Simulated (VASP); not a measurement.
Write the native input for VASP 6.6.1 that does the following.

```yaml
Task: single point
Functional: PBEsol
Potentials_or_basis: VASP PAW PBE potentials, release 64 (Sn_d, O)
Cutoff: 520 eV
k_mesh: 10 × 10 × 8
Occupations: gaussian, width 0.15 eV
Spin: no spin polarisation
Dipole_correction: no
Further_INCAR_settings: ALGO = Normal; EDIFF = 1e-07; NBANDS = 28
```

The structure of SnO lies in POSCAR:

```
SnO
1.0
    3.9378000000      0.0000000000      0.0000000000
    0.0000000000      3.9378000000      0.0000000000
    0.0000000000      0.0000000000      4.7499281069
Sn O
2 2
Direct
    0.0000000000      0.5000000000      0.2425296443
    0.5000000000      0.0000000000      0.7574703557
    0.0000000000      0.0000000000      0.0000000000
    0.5000000000      0.5000000000      0.0000000000
```

One way to write it, as run:

INCAR

```
SYSTEM = SnO
  PREC = Accurate
  ENCUT = 520
  EDIFF = 1E-7
  ISMEAR = 0
  SIGMA = 0.15
  LREAL = .False.
  LASPH = .True.
  NELM = 80
  ALGO = Normal
  ISIF = 2
  LWAVE = .False.
  LCHARG = .False.
  GGA = PS
  NBANDS = 28
```

KPOINTS

```
Automatic mesh
0
Gamma
  10 10 8
  0 0 0
```

Potentials or basis: VASP PAW PBE potentials, release 64 (Sn_d, O).

Launch:

```bash
$ cat potpaw_PBE.64/Sn_d/POTCAR potpaw_PBE.64/O/POTCAR > POTCAR
$ mpirun -np 1 vasp_std > vasp.out
```

Results of the run:

* Pressure: -5.9 GPa
* Largest force: 0.608 eV/Å
* Band gap on the k mesh: 0.29 eV (least direct gap 1.83 eV)

Caveat: the cell stands under tension; the PAW data sets were made with another functional, which shifts forces and pressure a little; spin-orbit coupling is left out, which moves the levels of the heavy elements.

It took 79 s on 1 thread of Intel(R) Xeon(R) 6975P-C (Granite Rapids), with other jobs on the host, peak memory 0.29 GiB.
